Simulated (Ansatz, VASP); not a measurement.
## PbF2: VASP beside Ansatz

File INCAR:

```
SYSTEM = PbF2
PREC = Accurate ; ENCUT = 520
EDIFF = 1E-6 ; ISMEAR = 0
SIGMA = 0.05 ; LREAL = .FALSE.
LASPH = .TRUE. ; NELM = 100
ALGO = Normal ; ISIF = 2
LWAVE = .FALSE. ; LCHARG = .FALSE.
GGA = PE ; NBANDS = 21
```

File KPOINTS:

```
Automatic mesh
0
G
  8 8 8
  0 0 0
```

The input POSCAR:

```
PbF2
1.0
   -0.0148492500      2.9698500000      2.9698500000
    2.9550007500      0.0000000000      2.9550007500
    2.9698500000      2.9698500000     -0.0148492500
Pb F
1 2
Direct
    0.0000000000      0.0000000000      0.0000000000
    0.2500000000      0.2500000000      0.2500000000
    0.7500000000      0.7500000000      0.7500000000
```

Input for Ansatz:

```yaml
crystal:
  lattice:
    - [-0.01484925, 2.96985, 2.96985]
    - [2.95500075, 0.0, 2.95500075]
    - [2.96985, 2.96985, -0.01484925]
  atoms:
    - { symbol: Pb, position: [0.0, 0.0, 0.0] }
    - { symbol: F, position: [0.25, 0.25, 0.25] }
    - { symbol: F, position: [0.75, 0.75, 0.75] }
basis:
  ecutwfc: 420
kpoints:
  mp_grid: { grid: [8, 8, 8] }
hamiltonian:
  xc: pbe
scf:
  occupations: { method: gaussian, width: 0.05 }
output:
  forces: true
  stress: true
  eigenvalues: true
  write_density: true
  write_potential: true
  elf: true
  volumetric_format: npy
```

Change from the starting cell: strain -0.0100 x Voigt [0, 0, 0, 0, 1, 0], atoms carried along.

Alike in both runs: task single point; functional PBE; k mesh 8 × 8 × 8; occupations gaussian, width 0.05 eV; no spin polarisation.

|  | VASP | Ansatz |
| --- | --- | --- |
| version | VASP 6.6.1 | Ansatz 0.2.0 |
| potentials or method | VASP PAW PBE potentials, release 64 (Pb_d, F), cutoff 520 eV | scalar-relativistic, plane waves, PAW |
| valence electrons in the cell | 28 | 28 |

```tsv
	VASP	Ansatz	Ansatz less VASP
gap on the k mesh at the Fermi level (eV)	4.42	4.42	+0.003
least direct gap on the mesh (eV)	4.56	4.56	+0.002
pressure (GPa)	2.0	2.2	+0.20
traceless stress, the component that is largest in VASP (GPa)	0.33	0.32	-0.004
rms of the force components (eV/Å)	0.013	0.013	-0.0002
```

Atom by atom the forces differ by 0.000 eV/Å (rms over components).

Neither program's run includes spin-orbit coupling.
